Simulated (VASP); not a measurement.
# InSb3 (R-3m) in VASP: notebook

Runs on InSb3. Level: PBE. Tasks: single point.

Program: VASP 6.6.1. These are calculated values, not measurements. Logs are shortened: lines on timing, memory, paths and dates and some standing lists are left out, and cuts for length are marked.

**1. The cell of the first run**

The structure is trigonal, space group R-3m (No. 166). Conventional cell: a = 6.751 Å, b = 6.751 Å, c = 7.977 Å, α = 90.00°, β = 90.00°, γ = 120.00°. In (site symmetry -3m) has 12 Sb at 3.30 to 3.38 Å within 4.3 Å. Sb (site symmetry 2/m) has 4 In at 3.30 to 3.38 Å and 8 Sb at 3.30 to 3.38 Å within 4.3 Å.

**2. Single point, PBE**

Input file INCAR:

```
ALGO = Normal
EDIFF = 1E-7
ENCUT = 520
GGA = PE
ISIF = 2
ISMEAR = 0
LASPH = True
LCHARG = True
LELF = True
LREAL = False
LVHAR = True
LWAVE = False
NBANDS = 22
NELM = 100
PREC = Accurate
SIGMA = 0.15
```

Input file KPOINTS:

```
k-points
0
Gamma
  8 8 8
```

Input file POSCAR:

```
InSb3
1.0
    4.7175854470     -0.0560815005     -0.0560815005
   -0.0560815005      4.7175854470     -0.0560815005
   -0.0560815005     -0.0560815005      4.7175854470
In Sb
1 3
Direct
    0.0000000000      0.0000000000      0.0000000000
    0.5000000000      0.0000000000      0.5000000000
    0.0000000000      0.5000000000      0.5000000000
    0.5000000000      0.5000000000      0.0000000000
```

Potentials or basis: VASP PAW PBE potentials, release 64 (In_d, Sb).

Launch:

```sh
cat potpaw_PBE.64/In_d/POTCAR potpaw_PBE.64/Sb/POTCAR > POTCAR
mpirun -np 1 vasp_std > vasp.out
```

OUTCAR:

```text
EDIFF = 1E-7
   ENCUT = 520
   GGA = PE
   ISIF = 2
   ISMEAR = 0
   LASPH = True
   LREAL = False
   NELM = 100
   PREC = Accurate

 ion  position               nearest neighbor table
   1  0.000  0.000  0.000-   2 3.30   3 3.30   4 3.30   3 3.30   2 3.30   4 3.30   4 3.38   2 3.38
                             2 3.38   4 3.38   3 3.38   3 3.38
   2  0.500  0.000  0.500-   1 3.30   3 3.30   4 3.30   4 3.30   1 3.30   3 3.30   4 3.38   1 3.38
                             1 3.38   3 3.38   4 3.38   3 3.38
   3  0.000  0.500  0.500-   1 3.30   2 3.30   4 3.30   1 3.30   4 3.30   2 3.30   2 3.38   1 3.38
                             2 3.38   4 3.38   4 3.38   1 3.38
   4  0.500  0.500  0.000-   1 3.30   2 3.30   3 3.30   2 3.30   3 3.30   1 3.30   2 3.38   2 3.38
                             1 3.38   3 3.38   3 3.38   1 3.38

  LATTYP: Found a trigonal (rhomboedric) cell.
 ALAT       =     4.7182520830
 COS(alpha) =    -0.0236275135

  Lattice vectors:

 A1 = (   4.7175854470,  -0.0560815005,  -0.0560815005)
 A2 = (  -0.0560815005,   4.7175854470,  -0.0560815005)
 A3 = (  -0.0560815005,  -0.0560815005,   4.7175854470)

Analysis of symmetry for initial positions (statically):
=====================================================================
 Subroutine PRICEL returns:
 Original cell was already a primitive cell.

 Routine SETGRP: Setting up the symmetry group for a
 trigonal (rhombohedral) supercell.

 Subroutine GETGRP returns: Found 12 space group operations
 (whereof 12 operations were pure point group operations)
 out of a pool of 12 trial point group operations.

The static configuration has the point symmetry D_3d.

Analysis of symmetry for dynamics (positions and initial velocities):
=====================================================================
 Subroutine PRICEL returns:
 Original cell was already a primitive cell.

 Routine SETGRP: Setting up the symmetry group for a
 trigonal (rhombohedral) supercell.

 Subroutine GETGRP returns: Found 12 space group operations
 (whereof 12 operations were pure point group operations)
 out of a pool of 12 trial point group operations.

The dynamic configuration has the point symmetry D_3d.

 Subroutine INISYM returns: Found 12 space group operations
 (whereof 12 operations are pure point group operations),
 and found     1 'primitive' translations

----------------------------------------------------------------------------------------

                                     Primitive cell

  volume of cell :     104.9479

  direct lattice vectors                    reciprocal lattice vectors
     4.717585447 -0.056081500 -0.056081500     0.212033493  0.002550927  0.002550927
    -0.056081500  4.717585447 -0.056081500     0.002550927  0.212033493  0.002550927
    -0.056081500 -0.056081500  4.717585447     0.002550927  0.002550927  0.212033493

  length of vectors
     4.718252083  4.718252083  4.718252083     0.212064180  0.212064180  0.212064180

  position of ions in fractional coordinates (direct lattice)
     0.000000000  0.000000000  0.000000000
     0.500000000  0.000000000  0.500000000
     0.000000000  0.500000000  0.500000000
     0.500000000  0.500000000  0.000000000

  ion indices of the primitive-cell ions
   primitive index   ion index
                 1           1
                 2           2
                 3           3
                 4           4

----------------------------------------------------------------------------------------

 KPOINTS: k-points

Automatic generation of k-mesh.
 Grid dimensions read from file:
 generate k-points for:    8    8    8

 Generating k-lattice:

  Cartesian coordinates                     Fractional coordinates (reciprocal lattice)
     0.026504187  0.000318866  0.000318866     0.125000000  0.000000000  0.000000000
     0.000318866  0.026504187  0.000318866     0.000000000  0.125000000  0.000000000
     0.000318866  0.000318866  0.026504187     0.000000000  0.000000000  0.125000000

  Length of vectors
     0.026508023  0.026508023  0.026508023

  Shift w.r.t. Gamma in fractional coordinates (k-lattice)
     0.000000000  0.000000000  0.000000000

 Subroutine IBZKPT returns following result:
 ===========================================

 Found     65 irreducible k-points:

 Following reciprocal coordinates:
            Coordinates               Weight
  0.000000  0.000000  0.000000      1.000000
  0.125000 -0.000000 -0.000000      6.000000
  0.250000 -0.000000 -0.000000      6.000000
  0.375000 -0.000000 -0.000000      6.000000
  0.500000 -0.000000 -0.000000      3.000000
  0.125000  0.125000 -0.000000      6.000000
[... 16 lines left out ...]
  0.250000  0.125000  0.125000      6.000000
  0.375000  0.125000  0.125000      6.000000
 [... further k-points ...]
   k-points           NKPTS =     65   k-points in BZ     NKDIM =     65   number of bands    NBANDS=     22
   number of dos      NEDOS =    301   number of ions     NIONS =      4
   total plane-waves  NPLWV =  46656
   dimension x,y,z NGX =    36 NGY =   36 NGZ =   36
   dimension x,y,z NGXF=    72 NGYF=   72 NGZF=   72
   ions per type =               1   3
   NGX,Y,Z   is equivalent  to a cutoff of  12.68, 12.68, 12.68 a.u.
   NGXF,Y,Z  is equivalent  to a cutoff of  25.37, 25.37, 25.37 a.u.
 SYSTEM =  unknown system
   PREC   = accura    normal or accurate (medium, high low for compatibility)
   ISTART =      0    job   : 0-new  1-cont  2-samecut
   ICHARG =      2    charge: 1-file 2-atom 10-const
   ISPIN  =      1    spin polarized calculation?
   LNONCOLLINEAR =      F non collinear calculations
   LSORBIT =      F    spin-orbit coupling
   LASPH  =      T    aspherical Exc in radial PAW
   ENCUT  =  520.0 eV  38.22 Ry    6.18 a.u.   8.77  8.77  8.77*2*pi/ulx,y,z
   NELM   =    100;   NELMIN=  2; NELMDL= -5     # of ELM steps
   EDIFF  = 0.1E-06   stopping-criterion for ELM
   LREAL  =      F    real-space projection
   EDIFFG = 0.1E-05   stopping-criterion for IOM
   NSW    =      0    number of steps for IOM
   IBRION =     -1    ionic relax: 0-MD 1-quasi-New 2-CG
   NFREE  =      0    steps in history (QN), initial steepest desc. (CG)
   ISIF   =      2    stress and relaxation
   ISYM   =      2    0-nonsym 1-usesym 2-fastsym
   POTIM  = 0.5000    time-step for ionic-motion
   TEBEG  =    0.0;   TEEND  =   0.0 temperature during run
   PSTRESS=    0.0 pullay stress
   NELECT =      28.0000    total number of electrons
   NUPDOWN=      -1.0000    fix difference up-down
   EMIN   =  10.00;   EMAX   =-10.00  energy-range for DOS
   EFERMI =   0.00;   METHOD = LEGACY
   ISMEAR =     0;   SIGMA  =   0.15  broadening in eV -4-tet -1-fermi 0-gaus
   EFERMI_NEDOS =   21; number of points for ismear=-14 and -15
   IALGO  =     38    algorithm
   IMIX   =      4    mixing-type and parameters
     AMIX     =   0.40;   BMIX     =  1.00
     AMIX_MAG =   1.60;   BMIX_MAG =  1.00
  volume/ion in A,a.u.               =      26.24       177.06
  Fermi-wavevector in a.u.,A,eV,Ry     =   1.053909  1.991598 15.112308  1.110723
  Thomas-Fermi vector in A             =   2.189048
   LORBIT       =      0    0 simple, 1 ext, 2 COOP (PROOUT), +10 PAW based schemes
   GGA     = PE    functional components
   LHFCALC =     F    Hartree Fock is set to
   AEXX    =    0.0000 exact exchange contribution
   IVDW    =     0    specifies the selected vdW correction
   LEPSILON=     F    determine dielectric tensor
   LRPA    =     F    only Hartree local field effects (RPA)
 non-spin polarized calculation
 Gauss-broadening in eV      SIGMA  =   0.15
  energy-cutoff  :      520.00
  volume of cell :      104.95
 maximum number of plane-waves:      2853
   NGX = 17   NGY = 17   NGZ = 17

 number of electron      28.0000008 magnetization

 Free energy of the ion-electron system (eV)
  ---------------------------------------------------
  ext. energy  EPLUGINS =         0.00000000
  ---------------------------------------------------
  free energy    TOTEN  =       -14.17632672 eV

  energy without entropy =      -14.15667136  energy(sigma->0) =      -14.16649904

 E-fermi :   8.5274     XC(G=0): -10.3131

 val. band max:        8.5199007784   @ k =  -0.3750   0.5000   0.1250
 cond. band min:       8.5289783858   @ k =   0.1250   0.1250  -0.0000
 fundamental gap:      0.0090776074
 Fermi energy:         8.5274301001

 k-point     1 :       0.0000    0.0000    0.0000
  band No.  band energies     occupation
      1      -6.0500      2.00000
      2      -6.0500      2.00000
      3      -6.0288      2.00000
      4      -6.0288      2.00000
      5      -6.0270      2.00000
      6      -4.0396      2.00000
[... 14 lines left out ...]
     21      13.3906      0.00000
     22      13.8550      0.00000

 k-point     2 :       0.1250   -0.0000   -0.0000
  band No.  band energies     occupation
      1      -6.0491      2.00000
      2      -6.0473      2.00000
      3      -6.0309      2.00000
      4      -6.0299      2.00000
      5      -6.0278      2.00000
      6      -3.9388      2.00000
[... 14 lines left out ...]
     21      13.9402      0.00000
     22      14.0667      0.00000

 k-point     3 :       0.2500   -0.0000   -0.0000
  band No.  band energies     occupation
      1      -6.0469      2.00000
      2      -6.0417      2.00000
      3      -6.0357      2.00000
      4      -6.0340      2.00000
      5      -6.0275      2.00000
      6      -3.6403      2.00000
[... 14 lines left out ...]
     21      13.9553      0.00000
     22      14.3307      0.00000
[... 476 lines left out ...]
 k-point    23 :       0.2500    0.1250    0.1250
  band No.  band energies     occupation
      1      -6.0422      2.00000
      2      -6.0398      2.00000
      3      -6.0382      2.00000
      4      -6.0360      2.00000
      5      -6.0318      2.00000
      6      -3.4103      2.00000
[... 14 lines left out ...]
     21      13.9468      0.00000
     22      14.3478      0.00000

 k-point    24 :       0.3750    0.1250    0.1250
  band No.  band energies     occupation
      1      -6.0462      2.00000
      2      -6.0455      2.00000
      3      -6.0379      2.00000
      4      -6.0332      2.00000
      5      -6.0280      2.00000
      6      -2.9308      2.00000
[... 14 lines left out ...]
     21      13.4445      0.00000
     22      14.5942      0.00000

 [... further k-points ...]
[... 5 lines left out ...]
  --------------------------------------------------------------------------------------
  -------------------------------------------------------------------------------------
  Total        2.3363482      2.3363482      2.3363482      0.3492342      0.3492342      0.3492342
  in kB       35.6676458     35.6676458     35.6676458      5.3315513      5.3315513      5.3315513
  external PRESSURE =      35.6676458 kB  Pullay stress =       0.0000000 kB

 VOLUME and BASIS-vectors are now :
 -----------------------------------------------------------------------------
  energy-cutoff  :      520.00
  volume of cell :      104.95
      direct lattice vectors                 reciprocal lattice vectors
     4.717585447 -0.056081500 -0.056081500     0.212033493  0.002550927  0.002550927
    -0.056081500  4.717585447 -0.056081500     0.002550927  0.212033493  0.002550927
    -0.056081500 -0.056081500  4.717585447     0.002550927  0.002550927  0.212033493

 POSITION                                       TOTAL-FORCE (eV/Angst)
 -----------------------------------------------------------------------------------
      0.00000      0.00000      0.00000        -0.000000      0.000000      0.000000
      2.33075     -0.05608      2.33075        -0.000000     -0.000000      0.000000
     -0.05608      2.33075      2.33075         0.000000      0.000000      0.000000
      2.33075      2.33075     -0.05608         0.000000     -0.000000     -0.000000
 -----------------------------------------------------------------------------------
    total drift:                               -0.000000     -0.000000     -0.000000

  FREE ENERGIE OF THE ION-ELECTRON SYSTEM (eV)
  ---------------------------------------------------
  free  energy   TOTEN  =       -14.1763267204 eV

  energy  without entropy=      -14.1566713623  energy(sigma->0) =      -14.16649904
```

It took 2.1 min on 1 thread of Intel Xeon 8259CL, shared host; peak memory 0.3 GiB.

What came out:

- Free energy: -14.1763 eV
- Pressure: 3.6 GPa
- Band gap on the k mesh: zero (bands 14 and 15 overlap by 4.70 eV)

Caveat: the cell stands under pressure; spin-orbit coupling is left out, which moves the levels of the heavy elements.

**3. Single point, PBE**

This run uses another cell than the first one, of 27.05 Å³/atom.

Input file INCAR:

```
PREC = Accurate
ENCUT = 520
EDIFF = 1E-6
ISMEAR = 0
SIGMA = 0.15
LREAL = F
LASPH = T
NELM = 60
ALGO = Normal
ISIF = 2
LWAVE = F
LCHARG = F
GGA = PE
NBANDS = 22
```

Input file KPOINTS:

```
Automatic mesh
0
Gamma
  8 8 8
```

Input file POSCAR:

```
InSb3
1.0
    4.7657240740     -0.0560815005     -0.0560815005
   -0.0560815005      4.7657240740     -0.0560815005
   -0.0560815005     -0.0560815005      4.7657240740
In Sb
1 3
Direct
    0.0000000000      0.0000000000      0.0000000000
    0.5000000000      0.0000000000      0.5000000000
    0.0000000000      0.5000000000      0.5000000000
    0.5000000000      0.5000000000      0.0000000000
```

Potentials or basis: VASP PAW PBE potentials, release 64 (In_d, Sb).

Launch:

```sh
cat potpaw_PBE.64/In_d/POTCAR potpaw_PBE.64/Sb/POTCAR > POTCAR
mpirun -np 1 vasp_std > vasp.out
```

It took 2.1 min on 1 thread of Intel Xeon 8259CL, shared host; peak memory 0.3 GiB.

Results (log left out):

* Free energy: -14.2292 eV
* Pressure: 1.6 GPa
* Band gap on the k mesh: zero (bands 14 and 15 overlap by 4.53 eV)

Stress tensor (GPa, compression positive):
```
1.65 0.48 0.48
0.48 1.65 0.48
0.48 0.48 1.65
```

Levels at points of the mesh, in eV from the Fermi level:
| k point | band 10 | band 11 | band 12 | band 13 | band 14 | band 15 | band 16 | band 17 | band 18 | band 19 |
| --- | --- | --- | --- | --- | --- | --- | --- | --- | --- | --- |
| (0.00, 0.00, 0.00) | -4.42 | -4.32 | -3.55 | 0.20 | 0.57 | 0.57 | 1.72 | 1.72 | 2.06 | 4.67 |
| (0.50, 0.00, 0.00) | -3.07 | -2.81 | -2.22 | -2.06 | -1.12 | -0.86 | 1.99 | 2.14 | 2.52 | 2.55 |
| (0.50, 0.50, 0.00) | -2.48 | -1.69 | -1.60 | -1.31 | -1.20 | -1.08 | -0.32 | 1.07 | 3.30 | 3.73 |
| (0.50, 0.50, 0.50) | -5.13 | -5.13 | -5.02 | -4.80 | 3.45 | 3.45 | 3.75 | 3.90 | 3.90 | 6.43 |

Caveat: spin-orbit coupling is left out, which moves the levels of the heavy elements.

The gap in the log of VASP goes by the Fermi energy; the results here count the filled bands.